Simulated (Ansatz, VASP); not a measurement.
# One calculation of BaCdCl4, two programs

```
Ba Cd Cl
1.0
    -3.45400    3.47847    4.00682
    -3.44938   -3.48022    4.01182
     6.94675   -0.01027    8.05681
Ba Cd Cl
2 2 8
Direct
  0.25132 0.24984 0.24993
  0.74780 0.75023 0.75047
  0.49997 0.50050 0.50022
  0.00022 0.99926 0.00029
  0.78573 0.19443 0.19342
  0.28336 0.69409 0.69329
  0.89931 0.48971 0.48940
  0.39878 0.99073 0.98923
  0.30688 0.71520 0.30614
  0.80510 0.21462 0.80651
  0.01080 0.60035 0.01023
  0.51073 0.10105 0.51088
```

Change from the starting cell: cell x2, atoms moved at random (sigma 0.05 Å) and cell strained at random (1.5 %), then relaxed without symmetry.

Alike in both runs: functional PBE; k mesh 2 × 2 × 2; occupations gaussian, width 0.1 eV; no spin polarisation.

Ansatz relaxed the structure, and its values are those at the end. VASP's run is a single point on that final structure, the one shown.

```csv
,VASP,Ansatz
version,VASP 6.6.1,Ansatz 0.2.0
potentials or method,"VASP PAW PBE potentials, release 64 (Ba_sv, Cd, Cl), cutoff 520 eV","scalar-relativistic, plane waves, PAW"
valence electrons in the cell,100,116
```

```tsv
	VASP	Ansatz	Ansatz less VASP
gap on the k mesh at the Fermi level (eV)	3.73	3.72	-0.012
least direct gap on the mesh (eV)	3.84	3.82	-0.015
pressure (GPa)	0.3	0.0	-0.26
rms of the force components (eV/Å)	0.013	0.007	-0.0059
```

VASP's potentials hold 100 valence electrons a cell and Ansatz's 116, so a difference there can come from the potentials and not from the codes.

The k mesh is coarse, so the values compare programs but aren't converged. Spin-orbit coupling is off throughout.
